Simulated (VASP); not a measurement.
# CdCl (I4_1/amd) in VASP: single point with PBE

Aim: the single point of CdCl with PBE.

All numbers are computed with VASP 6.6.1; they aren't measurements. Logs are shortened: lines on timing, memory, paths and dates and some standing lists are left out, and cuts for length are marked.

## 1. The cell of the first run

The structure is tetragonal, space group I4_1/amd (No. 141). The conventional cell has a = 6.969 Å, b = 6.969 Å, c = 5.241 Å, α = 90.00°, β = 90.00°, γ = 90.00°. Cd (site symmetry -4m2) has 2 Cl at 2.62 Å within 3.5 Å. Within 3.5 Å of Cl (site symmetry -4m2) lie 2 Cd at 2.62 Å.

The cell was built from a structure type or drawn by symmetry, and may not be a known phase.

## 2. Single point, PBE

Contents of INCAR:

```
PREC = Accurate
ENCUT = 520
EDIFF = 1E-7
ISMEAR = 0
SIGMA = 0.1
LREAL = F
LASPH = T
NELM = 60
ALGO = Normal
ISIF = 2
LWAVE = F
LCHARG = F
GGA = PE
NBANDS = 27
```

Contents of KPOINTS:

```
regular mesh
0
Gamma
  12 12 12
```

Contents of POSCAR:

```
CdCl
1.0
   -3.4847334058      3.4847334058      2.6202672753
    3.4847334058     -3.4847334058      2.6202672753
    3.4847334058      3.4847334058     -2.6202672753
Cd Cl
2 2
Direct
    0.0000000000      0.0000000000      0.0000000000
    0.7500000000      0.2500000000      0.5000000000
    0.2500000000      0.7500000000      0.5000000000
    0.5000000000      0.5000000000      0.0000000000
```

Potentials or basis: VASP PAW PBE potentials, release 64 (Cd, Cl).

Started as:

```
> cat potpaw_PBE.64/Cd/POTCAR potpaw_PBE.64/Cl/POTCAR > POTCAR
> mpirun -np 1 vasp_std > vasp.out
```

OUTCAR:

```text
PREC = Accurate
   ENCUT = 520
   EDIFF = 1E-7
   ISMEAR = 0
   LREAL = F
   LASPH = T
   NELM = 60
   ISIF = 2
   GGA = PE

 ion  position               nearest neighbor table
   1  0.000  0.000  0.000-   4 2.62   4 2.62   2 3.72   2 3.72   2 3.72   2 3.72
   2  0.750  0.250  0.500-   3 2.62   3 2.62   1 3.72   1 3.72   1 3.72   1 3.72
   3  0.250  0.750  0.500-   2 2.62   2 2.62
   4  0.500  0.500  0.000-   1 2.62   1 2.62

  LATTYP: Found a body centered tetragonal cell.
 ALAT       =     6.9694668116
 C/A-ratio  =     0.7519276140

  Lattice vectors:

 A1 = (  -3.4847334058,   3.4847334058,   2.6202672753)
 A2 = (   3.4847334058,  -3.4847334058,   2.6202672753)
 A3 = (   3.4847334058,   3.4847334058,  -2.6202672753)

Analysis of symmetry for initial positions (statically):
=====================================================================
 Subroutine PRICEL returns:
 Original cell was already a primitive cell.

 Routine SETGRP: Setting up the symmetry group for a
 body centered tetragonal supercell.

 Subroutine GETGRP returns: Found 16 space group operations
 (whereof  8 operations were pure point group operations)
 out of a pool of 16 trial point group operations.

The static configuration has the point symmetry D_2d.
 The point group associated with its full space group is D_4h.

Analysis of symmetry for dynamics (positions and initial velocities):
=====================================================================
 Subroutine PRICEL returns:
 Original cell was already a primitive cell.

 Routine SETGRP: Setting up the symmetry group for a
 body centered tetragonal supercell.

 Subroutine GETGRP returns: Found 16 space group operations
 (whereof  8 operations were pure point group operations)
 out of a pool of 16 trial point group operations.

The dynamic configuration has the point symmetry D_2d.
 The point group associated with its full space group is D_4h.

 Subroutine INISYM returns: Found 16 space group operations
 (whereof  8 operations are pure point group operations),
 and found     1 'primitive' translations

----------------------------------------------------------------------------------------

                                     Primitive cell

  volume of cell :     127.2755

  direct lattice vectors                    reciprocal lattice vectors
    -3.484733406  3.484733406  2.620267275     0.000000000  0.143482999  0.190820228
     3.484733406 -3.484733406  2.620267275     0.143482999  0.000000000  0.190820228
     3.484733406  3.484733406 -2.620267275     0.143482999  0.143482999  0.000000000

  length of vectors
     5.581445549  5.581445549  5.581445549     0.238746164  0.238746164  0.202915603

  position of ions in fractional coordinates (direct lattice)
     0.000000000  0.000000000  0.000000000
     0.750000000  0.250000000  0.500000000
     0.250000000  0.750000000  0.500000000
     0.500000000  0.500000000  0.000000000

  ion indices of the primitive-cell ions
   primitive index   ion index
                 1           1
                 2           2
                 3           3
                 4           4

----------------------------------------------------------------------------------------

 KPOINTS: regular mesh

Automatic generation of k-mesh.
 Grid dimensions read from file:
 generate k-points for:   12   12   12

 Generating k-lattice:

  Cartesian coordinates                     Fractional coordinates (reciprocal lattice)
     0.000000000  0.011956917  0.015901686     0.083333333 -0.000000000  0.000000000
     0.011956917  0.000000000  0.015901686    -0.000000000  0.083333333  0.000000000
     0.011956917  0.011956917  0.000000000     0.000000000  0.000000000  0.083333333

  Length of vectors
     0.019895514  0.019895514  0.016909634

  Shift w.r.t. Gamma in fractional coordinates (k-lattice)
     0.000000000  0.000000000  0.000000000

 Subroutine IBZKPT returns following result:
 ===========================================

 Found    163 irreducible k-points:

 Following reciprocal coordinates:
            Coordinates               Weight
  0.000000  0.000000  0.000000      1.000000
  0.083333  0.000000  0.000000      8.000000
  0.166667 -0.000000  0.000000      8.000000
  0.250000  0.000000  0.000000      8.000000
  0.333333 -0.000000  0.000000      8.000000
  0.416667 -0.000000  0.000000      8.000000
[... 16 lines left out ...]
  0.500000  0.166667  0.000000     16.000000
 -0.416667  0.166667  0.000000     16.000000
 [... further k-points ...]
   k-points           NKPTS =    163   k-points in BZ     NKDIM =    163   number of bands    NBANDS=     27
   number of dos      NEDOS =    301   number of ions     NIONS =      4
   total plane-waves  NPLWV =  74088
   dimension x,y,z NGX =    42 NGY =   42 NGZ =   42
   dimension x,y,z NGXF=    84 NGYF=   84 NGZF=   84
   ions per type =               2   2
   NGX,Y,Z   is equivalent  to a cutoff of  12.51, 12.51, 12.51 a.u.
   NGXF,Y,Z  is equivalent  to a cutoff of  25.02, 25.02, 25.02 a.u.
 SYSTEM =  unknown system
   PREC   = accura    normal or accurate (medium, high low for compatibility)
   ISTART =      0    job   : 0-new  1-cont  2-samecut
   ICHARG =      2    charge: 1-file 2-atom 10-const
   ISPIN  =      1    spin polarized calculation?
   LNONCOLLINEAR =      F non collinear calculations
   LSORBIT =      F    spin-orbit coupling
   LASPH  =      T    aspherical Exc in radial PAW
   ENCUT  =  520.0 eV  38.22 Ry    6.18 a.u.  10.38 10.38 10.38*2*pi/ulx,y,z
   NELM   =     60;   NELMIN=  2; NELMDL= -5     # of ELM steps
   EDIFF  = 0.1E-06   stopping-criterion for ELM
   LREAL  =      F    real-space projection
   EDIFFG = 0.1E-05   stopping-criterion for IOM
   NSW    =      0    number of steps for IOM
   IBRION =     -1    ionic relax: 0-MD 1-quasi-New 2-CG
   NFREE  =      0    steps in history (QN), initial steepest desc. (CG)
   ISIF   =      2    stress and relaxation
   ISYM   =      2    0-nonsym 1-usesym 2-fastsym
   POTIM  = 0.5000    time-step for ionic-motion
   TEBEG  =    0.0;   TEEND  =   0.0 temperature during run
   PSTRESS=    0.0 pullay stress
   NELECT =      38.0000    total number of electrons
   NUPDOWN=      -1.0000    fix difference up-down
   EMIN   =  10.00;   EMAX   =-10.00  energy-range for DOS
   EFERMI =   0.00;   METHOD = LEGACY
   ISMEAR =     0;   SIGMA  =   0.10  broadening in eV -4-tet -1-fermi 0-gaus
   EFERMI_NEDOS =   21; number of points for ismear=-14 and -15
   IALGO  =     38    algorithm
   IMIX   =      4    mixing-type and parameters
     AMIX     =   0.40;   BMIX     =  1.00
     AMIX_MAG =   1.60;   BMIX_MAG =  1.00
  volume/ion in A,a.u.               =      31.82       214.72
  Fermi-wavevector in a.u.,A,eV,Ry     =   1.094178  2.067696 16.289228  1.197224
  Thomas-Fermi vector in A             =   2.230477
   LORBIT       =      0    0 simple, 1 ext, 2 COOP (PROOUT), +10 PAW based schemes
   GGA     = PE    functional components
   LHFCALC =     F    Hartree Fock is set to
   AEXX    =    0.0000 exact exchange contribution
   IVDW    =     0    specifies the selected vdW correction
   LEPSILON=     F    determine dielectric tensor
   LRPA    =     F    only Hartree local field effects (RPA)
 non-spin polarized calculation
 Gauss-broadening in eV      SIGMA  =   0.10
  energy-cutoff  :      520.00
  volume of cell :      127.28
 maximum number of plane-waves:      3450
 NGX is ok and might be reduce to    42
   NGX = 21   NGY = 21   NGZ = 21

 number of electron      38.0000011 magnetization

 Free energy of the ion-electron system (eV)
  ---------------------------------------------------
  ext. energy  EPLUGINS =         0.00000000
  ---------------------------------------------------
  free energy    TOTEN  =        -6.58285476 eV

  energy without entropy =       -6.57651828  energy(sigma->0) =       -6.57968652

 E-fermi :   0.8161     XC(G=0):  -8.1095

 val. band max:        0.8115458306   @ k =  -0.0833   0.4167   0.0833
 cond. band min:       0.8162534084   @ k =  -0.1667   0.1667   0.0833
 fundamental gap:      0.0047075778
 Fermi energy:         0.8161380370

 k-point     1 :       0.0000    0.0000    0.0000
  band No.  band energies     occupation
      1     -14.8146      2.00000
      2     -14.4828      2.00000
      3      -7.8150      2.00000
      4      -7.7544      2.00000
      5      -7.6603      2.00000
      6      -7.6603      2.00000
[... 19 lines left out ...]
     26       7.9914      0.00000
     27       8.9684      0.00000

 k-point     2 :       0.0833    0.0000    0.0000
  band No.  band energies     occupation
      1     -14.8022      2.00000
      2     -14.4791      2.00000
      3      -7.8138      2.00000
      4      -7.7521      2.00000
      5      -7.6646      2.00000
      6      -7.6626      2.00000
[... 19 lines left out ...]
     26       8.1323      0.00000
     27       8.8739      0.00000

 k-point     3 :       0.1667   -0.0000    0.0000
  band No.  band energies     occupation
      1     -14.7674      2.00000
      2     -14.4694      2.00000
      3      -7.8121      2.00000
      4      -7.7461      2.00000
      5      -7.6984      2.00000
      6      -7.6695      2.00000
[... 19 lines left out ...]
     26       8.2616      0.00000
     27       8.4572      0.00000

 k-point     4 :       0.2500    0.0000    0.0000
  band No.  band energies     occupation
      1     -14.7170      2.00000
      2     -14.4578      2.00000
      3      -7.8363      2.00000
      4      -7.8240      2.00000
      5      -7.7842      2.00000
      6      -7.7387      2.00000
[... 19 lines left out ...]
     26       7.8677      0.00000
     27       8.0732      0.00000
[... 516 lines left out ...]
      4      -8.0539      2.00000
      5      -7.7959      2.00000
      6      -7.7373      2.00000
[... 19 lines left out ...]
     26       7.2086      0.00000
     27       8.8998      0.00000

 k-point    23 :       0.5000    0.1667    0.0000
  band No.  band energies     occupation
      1     -14.6229      2.00000
      2     -14.4873      2.00000
      3      -7.9853      2.00000
      4      -7.9531      2.00000
      5      -7.7938      2.00000
      6      -7.7305      2.00000
[... 19 lines left out ...]
     26       7.9482      0.00000
     27       8.6674      0.00000

 k-point    24 :      -0.4167    0.1667    0.0000
  band No.  band energies     occupation
      1     -14.6732      2.00000
      2     -14.4999      2.00000
      3      -7.8354      2.00000
      4      -7.8199      2.00000
      5      -7.7910      2.00000
      6      -7.7195      2.00000
[... 19 lines left out ...]
     26       8.1570      0.00000
     27       8.6903      0.00000

 [... further k-points ...]

------------------------ aborting loop because EDIFF is reached ----------------------------------------

  FORCE on cell =-STRESS in cart. coord.  units (eV):
  Direction    XX          YY          ZZ          XY          YZ          ZX
  --------------------------------------------------------------------------------------
  -------------------------------------------------------------------------------------
  Total       -0.0083144     -0.0083144      0.2488551      0.0000000      0.0000000      0.0000000
  in kB       -0.1046639     -0.1046639      3.1326541      0.0000000      0.0000000      0.0000000
  external PRESSURE =       0.9744421 kB  Pullay stress =       0.0000000 kB

 VOLUME and BASIS-vectors are now :
 -----------------------------------------------------------------------------
  energy-cutoff  :      520.00
  volume of cell :      127.28
      direct lattice vectors                 reciprocal lattice vectors
    -3.484733406  3.484733406  2.620267275     0.000000000  0.143482999  0.190820228
     3.484733406 -3.484733406  2.620267275     0.143482999  0.000000000  0.190820228
     3.484733406  3.484733406 -2.620267275     0.143482999  0.143482999  0.000000000

 POSITION                                       TOTAL-FORCE (eV/Angst)
 -----------------------------------------------------------------------------------
      0.00000      0.00000      0.00000         0.000000     -0.000000     -0.000000
      0.00000      3.48473      1.31013        -0.000000      0.000000      0.000000
      3.48473      0.00000      1.31013        -0.000000     -0.000000      0.000000
      0.00000      0.00000      2.62027         0.000000     -0.000000     -0.000000
 -----------------------------------------------------------------------------------
    total drift:                               -0.000000      0.000000      0.000000

  FREE ENERGIE OF THE ION-ELECTRON SYSTEM (eV)
  ---------------------------------------------------
  free  energy   TOTEN  =        -6.5828547606 eV

  energy  without entropy=       -6.5765182753  energy(sigma->0) =       -6.57968652
```

Wall time 8.1 min (1 thread of Intel Xeon Platinum 8488C (Sapphire Rapids), shared host); peak memory 0.58 GiB.

Results:

| Quantity | Value |
| --- | --- |
| Free energy | -6.5829 eV |
| Pressure | 0.1 GPa |
| Band gap on the k mesh | zero (bands 19 and 20 overlap by 2.17 eV) |

Stress tensor (GPa, compression positive):
```
-0.01  0.00  0.00
 0.00 -0.01  0.00
 0.00  0.00  0.31
```
